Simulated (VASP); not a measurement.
# HfH7C16 in VASP: single point with PBE

Aim: the single point of HfH7C16 with PBE.

Everything below comes from runs of VASP 6.6.1. Logs are shortened: lines on timing, memory, paths and dates and some standing lists are left out, and cuts for length are marked.

### Step 1. The cell of the first run

The cell holds a slab with vacuum, 24 atoms: a = 5.049 Å, b = 5.049 Å, c = 17.776 Å, α = 90.00°, β = 90.00°, γ = 60.00°.

### Step 2. Single point, PBE, collinear spin

INCAR

```
SYSTEM = HfH7C16
  PREC = Accurate
  ENCUT = 520
  EDIFF = 1E-6
  ISMEAR = -1
  SIGMA = 0.02
  LREAL = .FALSE.
  LASPH = .TRUE.
  NELM = 200
  ALGO = Normal
  ISIF = 2
  LWAVE = .FALSE.
  LCHARG = .TRUE.
  ISPIN = 2
  MAGMOM = 0 0 0 0 0 0 0 0 0 0 0 0 0 0 0 0 0 0 0 0 0 0 0 1
  LORBIT = 11
  LMAXMIX = 4
  GGA = PE
  LELF = .TRUE.
  LVHAR = .TRUE.
  NBANDS = 62
  GGA_COMPAT = .FALSE.
  NELMDL = -8
```

KPOINTS

```
Automatic mesh
0
G
  2 2 1
  0 0 0
```

POSCAR

```
HfH7C16
1.0
    5.0487420000      0.0000000000      0.0000000000
    2.5243710000      4.3723390000      0.0000000000
    0.0000000000      0.0000000000     17.7764260000
H C Hf
7 16 1
Direct
    0.1666667000      0.1666667000      0.0562543000
    0.6666667000      0.1666667000      0.0562543000
    0.1666667000      0.6666667000      0.0562543000
    0.6666667000      0.6666667000      0.0562543000
    0.4986849012      0.0041427447      0.3241707140
    0.0040099449      0.4972154876      0.3242993837
    0.4996273152      0.4966623738      0.3244143286
    0.1666667000      0.1666667000      0.1181340000
    0.6666667000      0.1666667000      0.1181340000
    0.1666667000      0.6666667000      0.1181340000
    0.6666667000      0.6666667000      0.1181340000
   -0.1666667000      0.3333333000      0.1471210000
    0.3333333000      0.3333333000      0.1471210000
   -0.1666667000      0.8333333000      0.1471210000
    0.3333333000      0.8333333000      0.1471210000
   -0.1657586462      0.3317233874      0.2350693585
    0.3333673431      0.3333850476      0.2340585248
   -0.1659399879      0.8338668944      0.2347421466
    0.3324180524      0.8338720195      0.2345594756
    0.0008322718     -0.0009191497      0.2647842295
    0.4997688537      0.0005233514      0.2610678545
    0.0001967262      0.5000723267      0.2611185410
    0.5000159112      0.4999339744      0.2611558241
    0.0368708387      0.9629102637      0.3927538921
```

Potentials or basis: VASP PAW PBE potentials, release 64 (H, C, Hf_pv).

The run is started by

```
$ cat potpaw_PBE.64/H/POTCAR potpaw_PBE.64/C/POTCAR potpaw_PBE.64/Hf_pv/POTCAR > POTCAR
$ mpirun -np 1 vasp_std > vasp.out
```

OUTCAR:

```text
SYSTEM = HfH7C16
   PREC = Accurate
   ENCUT = 520
   EDIFF = 1E-6
   ISMEAR = -1
   LREAL = .FALSE.
   LASPH = .TRUE.
   NELM = 200
   ISIF = 2
   ISPIN = 2
   LORBIT = 11
   GGA = PE
   NELMDL = -8

 ion  position               nearest neighbor table
   1  0.167  0.167  0.056-   8 1.10
   2  0.667  0.167  0.056-   9 1.10
   3  0.167  0.667  0.056-  10 1.10
   4  0.667  0.667  0.056-  11 1.10
   5  0.499  0.004  0.324-  21 1.12
   6  0.004  0.497  0.324-  22 1.12
   7  0.500  0.497  0.324-  23 1.12
   8  0.167  0.167  0.118-   1 1.10  13 1.55  12 1.55  15 1.55
   9  0.667  0.167  0.118-   2 1.10  12 1.55  13 1.55  14 1.55
  10  0.167  0.667  0.118-   3 1.10  15 1.55  14 1.55  13 1.55
  11  0.667  0.667  0.118-   4 1.10  14 1.55  15 1.55  12 1.55
  12  0.833  0.333  0.147-   9 1.55   8 1.55  11 1.55  16 1.56
  13  0.333  0.333  0.147-  17 1.55   8 1.55   9 1.55  10 1.55
[... 8 lines left out ...]
  22  0.000  0.500  0.261-   6 1.12  18 1.53  16 1.53  17 1.53
  23  0.500  0.500  0.261-   7 1.12  16 1.53  17 1.53  19 1.53
  24  0.037  0.963  0.393-  20 2.28

  LATTYP: Found a hexagonal cell.
 ALAT       =     5.0487421480
 C/A-ratio  =     3.5209613561

  Lattice vectors:

 A1 = (  -2.5243710000,  -4.3723390000,   0.0000000000)
 A2 = (   5.0487420000,   0.0000000000,   0.0000000000)
 A3 = (   0.0000000000,   0.0000000000,  17.7764260000)

Analysis of symmetry for initial positions (statically):
=====================================================================
 Subroutine PRICEL returns:
 Original cell was already a primitive cell.

 Routine SETGRP: Setting up the symmetry group for a
 hexagonal supercell.

 Subroutine GETGRP returns: Found  1 space group operations
 (whereof  1 operations were pure point group operations)
 out of a pool of 24 trial point group operations.

The static configuration has the point symmetry C_1 .

Analysis of symmetry for dynamics (positions and initial velocities):
=====================================================================
 Subroutine PRICEL returns:
 Original cell was already a primitive cell.

 Routine SETGRP: Setting up the symmetry group for a
 hexagonal supercell.

 Subroutine GETGRP returns: Found  1 space group operations
 (whereof  1 operations were pure point group operations)
 out of a pool of 24 trial point group operations.

The dynamic configuration has the point symmetry C_1 .

Analysis of structural, dynamic, and magnetic symmetry:
=====================================================================
 Subroutine PRICEL returns:
 Original cell was already a primitive cell.

 Routine SETGRP: Setting up the symmetry group for a
[... 173 lines left out ...]
  free energy    TOTEN  =      -175.02191604 eV

  energy without entropy =     -175.02165337  energy(sigma->0) =     -175.02178470

 E-fermi :   0.9558     XC(G=0):  -5.5400

 val. band max:        0.8438252735   @ k =   0.0000   0.0000   0.0000
 cond. band min:       1.0787337365   @ k =   0.0000   0.5000   0.0000
 fundamental gap:      0.2349084631
 Fermi energy:         0.9558047682

 spin component 1

 k-point     1 :       0.0000    0.0000    0.0000
  band No.  band energies     occupation
      1     -31.9987      1.00000
      2     -31.9756      1.00000
      3     -31.7832      1.00000
      4     -20.1169      1.00000
      5     -17.4818      1.00000
      6     -14.8960      1.00000
[... 209 lines left out ...]
     51       5.6498      0.00000
     52       6.2007      0.00000
 Fermi energy:         0.9558047682

 spin component 2

 k-point     1 :       0.0000    0.0000    0.0000
  band No.  band energies     occupation
      1     -31.7945      1.00000
      2     -31.5699      1.00000
      3     -31.3680      1.00000
      4     -20.1166      1.00000
      5     -17.4806      1.00000
      6     -14.8961      1.00000
[... 209 lines left out ...]
     51       5.7145      0.00000
     52       6.2905      0.00000
 [bands above 52 left out]

------------------------ aborting loop because EDIFF is reached ----------------------------------------

  FORCE on cell =-STRESS in cart. coord.  units (eV):
  Direction    XX          YY          ZZ          XY          YZ          ZX
  --------------------------------------------------------------------------------------
  -------------------------------------------------------------------------------------
  Total        1.6372518      1.6839650     -1.2679382     -0.0965693      0.0686760     -0.0239151
  in kB        6.6847413      6.8754669     -5.1768696     -0.3942833      0.2803977     -0.0976430
  external PRESSURE =       2.7944462 kB  Pullay stress =       0.0000000 kB

 VOLUME and BASIS-vectors are now :
 -----------------------------------------------------------------------------
  energy-cutoff  :      520.00
  volume of cell :      392.41
      direct lattice vectors                 reciprocal lattice vectors
     5.048742000  0.000000000  0.000000000     0.198069143 -0.114355268  0.000000000
     2.524371000  4.372339000  0.000000000     0.000000000  0.228710537  0.000000000
     0.000000000  0.000000000 17.776426000     0.000000000  0.000000000  0.056254277

 POSITION                                       TOTAL-FORCE (eV/Angst)
 -----------------------------------------------------------------------------------
      1.26219      0.72872      1.00000         0.005994      0.007973     -0.212953
      3.78656      0.72872      1.00000        -0.005486      0.005117     -0.214084
      2.52437      2.91489      1.00000        -0.000749     -0.008957     -0.213453
      5.04874      2.91489      1.00000         0.000797     -0.004394     -0.230086
      2.52819      0.01811      5.76260        -0.004809      0.006633      0.018187
      1.27540      2.17399      5.76488        -0.001159      0.008780      0.021985
[... 16 lines left out ...]
      3.78647      2.18588      4.64242        -0.014239      0.021198      0.014097
      2.61689      4.21017      6.98176         0.003225      0.000051     -0.074749
 -----------------------------------------------------------------------------------
    total drift:                                0.000083     -0.000058      0.001041

  FREE ENERGIE OF THE ION-ELECTRON SYSTEM (eV)
  ---------------------------------------------------
  free  energy   TOTEN  =      -175.0219160413 eV

  energy  without entropy=     -175.0216533660  energy(sigma->0) =     -175.02178470

 total charge

# of ion       s       p       d       tot
------------------------------------------
    1        0.651   0.043   0.000   0.695
    2        0.651   0.043   0.000   0.695
    3        0.652   0.043   0.000   0.695
    4        0.651   0.044   0.000   0.695
    5        0.633   0.044   0.000   0.677
    6        0.633   0.043   0.000   0.676
[... 16 lines left out ...]
   23        0.837   1.761   0.000   2.598
   24        0.503   6.054   1.283   7.840
--------------------------------------------------
tot         18.263  34.325   1.283  53.872

 magnetization (x)

# of ion       s       p       d       tot
------------------------------------------
    1       -0.000   0.000   0.000  -0.000
    2        0.000  -0.000   0.000   0.000
    3       -0.000   0.000   0.000  -0.000
    4        0.000  -0.000   0.000   0.000
    5       -0.000   0.001   0.000   0.000
    6       -0.000   0.001   0.000   0.001
[... 16 lines left out ...]
   23       -0.000  -0.002   0.000  -0.003
   24        0.025   0.023   0.540   0.588
--------------------------------------------------
tot          0.026   0.020   0.540   0.587
```

Run time: 8.1 min. Hardware: 1 thread of Oxide Virtual Turin-like, shared host; peak memory 0.7 GiB.

What came out:

| Property | Result |
| --- | --- |
| Free energy | -175.0219 eV |
| Largest force | 1.281 eV/Å |
| Band gap on the k mesh | 0.23 eV (least direct gap 0.32 eV) |
| Net moment | 1.00 μB per cell |
| Site moments | H -0.00, +0.00 (each value once); C -0.00, +0.00, -0.01, +0.01 (each value once); Hf +0.59 μB |
| Valence electrons inside the program's atomic spheres | H 0.69, 0.68 (each value once); C 2.59, 2.56, 2.57, 2.58, 2.54, 2.60 (each value once); Hf 7.84 |

Forces in eV/Å, atoms in the order of the input:
```
H    0.006  0.008 -0.213
H   -0.005  0.005 -0.214
H   -0.001 -0.009 -0.213
H    0.001 -0.004 -0.230
H   -0.005  0.007  0.018
H   -0.001  0.009  0.022
H    0.000  0.001  0.015
C   -0.019 -0.013  1.180
C    0.019 -0.014  1.172
C    0.001  0.022  1.156
C    0.000  0.001  1.281
C   -0.010 -0.169 -0.873
C    0.013  0.005 -1.157
C    0.128  0.079 -0.955
C   -0.122  0.064 -1.012
C    0.009 -0.008 -0.004
C   -0.002  0.007  0.008
C   -0.003  0.011  0.010
C   -0.004 -0.003  0.015
C   -0.006  0.004  0.050
C    0.014 -0.014  0.001
C   -0.004 -0.011  0.003
C   -0.014  0.021  0.014
Hf   0.003  0.000 -0.075
```

Caveat: the k points lie up to 0.72 Å⁻¹ apart; there is no dipole correction, which matters where the two faces differ; spin-orbit coupling is left out, which moves the levels of the heavy elements.
